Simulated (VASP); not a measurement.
Pb, 2 atoms in the cell. The structure is cubic, space group Fd-3m (No. 227). The conventional cell has a = 6.832 Å, b = 6.832 Å, c = 6.832 Å, α = 90.00°, β = 90.00°, γ = 90.00°. Pb (site symmetry -43m) has 4 Pb at 2.96 Å within 3.9 Å.  This cell differs from its parent crystal: volume scaled by 0.98.

| Quantity | Value |
| --- | --- |
| Program | VASP 6.6.1 |
| Task | electric field gradients |
| Functional | LDA |
| Potentials or basis | VASP PAW LDA potentials, release 64 (Pb_d) |
| Cutoff | 520 eV |
| k mesh | 8 × 8 × 8 |
| Occupations | fermi-dirac, width 0.05 eV |
| Spin | no spin polarisation |
| Dipole correction | no |
| Further INCAR settings | ALGO = Normal; EDIFF = 1e-08; NBANDS = 21 |

Potentials or basis: VASP PAW LDA potentials, release 64 (Pb_d).

Run with:

```console
$ cat potpaw_LDA.64/Pb_d/POTCAR > POTCAR
$ mpirun -np 1 vasp_std > vasp.out
```

Hardware: 1 thread of Intel(R) Xeon(R) 6975P-C (Granite Rapids), on a shared host.

Task: Estimate the wall time of this run.

Result: It took 21 s on 1 thread of Intel(R) Xeon(R) 6975P-C (Granite Rapids), on a shared host, peak memory 0.18 GiB. Counts: scf iterations 13, k points 29.
